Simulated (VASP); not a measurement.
The system is SiNi2.

```
Si Ni
1.0
     4.92874    0.00000    0.00000
     0.00000    3.69733    0.00000
     0.00000    0.00000    7.00207
Si Ni
4 8
Direct
  0.29080 0.25000 0.61334
  0.70920 0.75000 0.38666
  0.79080 0.25000 0.88666
  0.20920 0.75000 0.11334
  0.45788 0.25000 0.29275
  0.54212 0.75000 0.70725
  0.95788 0.25000 0.20725
  0.04212 0.75000 0.79275
  0.32885 0.25000 0.93955
  0.67115 0.75000 0.06045
  0.82885 0.25000 0.56045
  0.17115 0.75000 0.43955
```

- Program: VASP 6.6.1
- Task: relaxation of cell and atoms
- Functional: PBE
- Potentials or basis: VASP PAW PBE potentials, release 64 (Si, Ni)
- Cutoff: 600 eV
- k mesh: 4 × 6 × 4
- Occupations: gaussian, width 0.1 eV
- Spin: no spin polarisation

At the start: pressure 7.9 GPa; volume 10.63 Å³/atom.

**Question.** Where does the relaxation end?

**Answer.** Over 6 steps the energy falls by 9.3 meV/atom and the volume is 11.02 Å³/atom (+3.6 %); space group Pnma (No. 62, to 0.05 Å).

Step by step:
```csv
step,energy change (eV),largest force (eV/Å),pressure (GPa),volume (Å³)
1,0.0000,0.0279,7.94,127.60
2,0.0202,0.1495,-7.38,137.58
3,-0.1099,0.0749,-0.10,132.22
4,-0.1099,0.0736,0.04,132.13
5,-0.1109,0.0509,0.14,132.14
6,-0.1118,0.0368,0.15,132.19
```

Final structure:
```yaml
crystal:
  lattice:
    - [4.98189, 0.00000, 0.00000]
    - [0.00000, 3.74991, 0.00000]
    - [0.00000, 0.00000, 7.07595]
  atoms:
    - { symbol: Si, position: [0.29032, 0.25000, 0.61309] }
    - { symbol: Si, position: [0.70968, 0.75000, 0.38691] }
    - { symbol: Si, position: [0.79032, 0.25000, 0.88691] }
    - { symbol: Si, position: [0.20968, 0.75000, 0.11309] }
    - { symbol: Ni, position: [0.45903, 0.25000, 0.29411] }
    - { symbol: Ni, position: [0.54097, 0.75000, 0.70589] }
    - { symbol: Ni, position: [0.95903, 0.25000, 0.20589] }
    - { symbol: Ni, position: [0.04097, 0.75000, 0.79411] }
    - { symbol: Ni, position: [0.32830, 0.25000, 0.93934] }
    - { symbol: Ni, position: [0.67170, 0.75000, 0.06066] }
    - { symbol: Ni, position: [0.82830, 0.25000, 0.56066] }
    - { symbol: Ni, position: [0.17170, 0.75000, 0.43934] }
```
